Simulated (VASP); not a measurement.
Write the native input for VASP 6.6.1 that does the following.

```
Task                   : single point
Functional             : LDA
Potentials or basis    : VASP PAW PBE potentials, release 64 (Gd, N)
Cutoff                 : 520 eV
k mesh                 : 10 × 10 × 10
Occupations            : gaussian, width 0.05 eV
Spin                   : collinear spin, ferromagnetic start
Starting moments       : [7.61, -0.12] μB
Hubbard terms          : Gd f U = 6.0 eV
Dipole correction      : no
Further INCAR settings : ALGO = Normal; EDIFF = 1e-07; NBANDS = 22
```

The structure of GdN lies in POSCAR:

```
GdN
1.0
    3.3394229375      0.0000000000      0.0000000000
   -1.6697114688      2.8920250979      0.0000000000
    0.0000000000      0.0000000000      3.0379470730
Gd N
1 1
Direct
    0.0000000000      0.0000000000      0.0000000000
    0.6666666667      0.3333333333      0.5000000000
```

These files were run (other wordings do the same):

INCAR

```
PREC = Accurate ; ENCUT = 520
EDIFF = 1E-7 ; ISMEAR = 0
SIGMA = 0.05 ; LREAL = False
LASPH = True ; NELM = 150
ALGO = Normal ; ISIF = 2
LWAVE = False ; LCHARG = False
ISPIN = 2 ; MAGMOM = 7.61 -0.12
LORBIT = 11 ; LMAXMIX = 6
LDAU = True ; LDAUTYPE = 2
LDAUL = 3 -1 ; LDAUU = 6 0
LDAUJ = 0 0 ; LDAUPRINT = 1
GGA = CA ; NBANDS = 22
```

KPOINTS

```
regular mesh
0
Gamma
  10 10 10
```

Potentials or basis: VASP PAW PBE potentials, release 64 (Gd, N).

Run with:

```sh
$ cat potpaw_PBE.64/Gd/POTCAR potpaw_PBE.64/N/POTCAR > POTCAR
$ mpirun -np 1 vasp_std > vasp.out
```

It gave:

```json
{
 "Pressure": "0.6 GPa",
 "Band gap on the k mesh": "zero (filled and empty bands overlap)",
 "Net moment": "7.01 μB per cell",
 "Site moments": "Gd +6.89; N -0.08 μB",
 "Valence electrons inside the program's atomic spheres": "Gd 15.27; N 3.64"
}
```

Caveat: the PAW data sets were made with another functional, which shifts forces and pressure a little; spin-orbit coupling is left out, which moves the levels of the heavy elements; a cell with one magnetic atom can't hold antiferromagnetic order, which such compounds often take.

Run time: 95 s on 1 thread of AMD EPYC 9R45 96-Core Processor (Zen 5), with other jobs on the host, peak memory 0.19 GiB.
